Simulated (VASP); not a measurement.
Wanted: the native input for a VASP 6.6.1 run.

```yaml
Task: single point
Functional: PBEsol
Potentials_or_basis: VASP PAW PBE potentials, release 64 (Ti_sv, Al)
Cutoff: 520 eV
k_mesh: 18 × 18 × 6
Occupations: gaussian, width 0.15 eV
Spin: no spin polarisation
Dipole_correction: no
Further_INCAR_settings: ALGO = Fast; EDIFF = 1e-07; NBANDS = 28
```

The structure of Ti3Al lies in POSCAR:

```
Ti3Al
1.0
    2.7044641644      0.0000000000      0.0000000000
   -1.3522320822      2.3421346700      0.0000000000
    0.0000000000      0.0000000000      9.6365467107
Ti Al
3 1
Direct
    0.6666666667      0.3333333333      0.0000000000
    0.3333333333      0.6666666667      0.7511732072
    0.3333333333      0.6666666667      0.2488267928
    0.6666666667      0.3333333333      0.5000000000
```

These files were run (other wordings do the same):

INCAR

```
SYSTEM = Ti3Al
  ALGO = Fast
  EDIFF = 1E-7
  ENCUT = 520
  GGA = PS
  ISIF = 2
  ISMEAR = 0
  LASPH = .True.
  LCHARG = .True.
  LELF = .True.
  LREAL = .False.
  LVHAR = .True.
  LWAVE = .False.
  NBANDS = 28
  NELM = 60
  PREC = Accurate
  SIGMA = 0.15
```

KPOINTS

```
k-points
0
Gamma
  18 18 6
  0 0 0
```

Potentials or basis: VASP PAW PBE potentials, release 64 (Ti_sv, Al).

Command:

```sh
$ cat potpaw_PBE.64/Ti_sv/POTCAR potpaw_PBE.64/Al/POTCAR > POTCAR
$ mpirun -np 1 vasp_std > vasp.out
```

It gave:

| Property | Result |
| --- | --- |
| Pressure | 10.2 GPa |
| Largest force | 0.499 eV/Å |
| Band gap on the k mesh | zero (an odd number of electrons rules out a gap without spin polarisation) |

Caveat: the cell stands under pressure; the PAW data sets were made with another functional, which shifts forces and pressure a little.

Wall time 8.2 min on 1 thread of Intel(R) Xeon(R) 6975P-C (Granite Rapids), with other jobs on the host, peak memory 0.32 GiB.
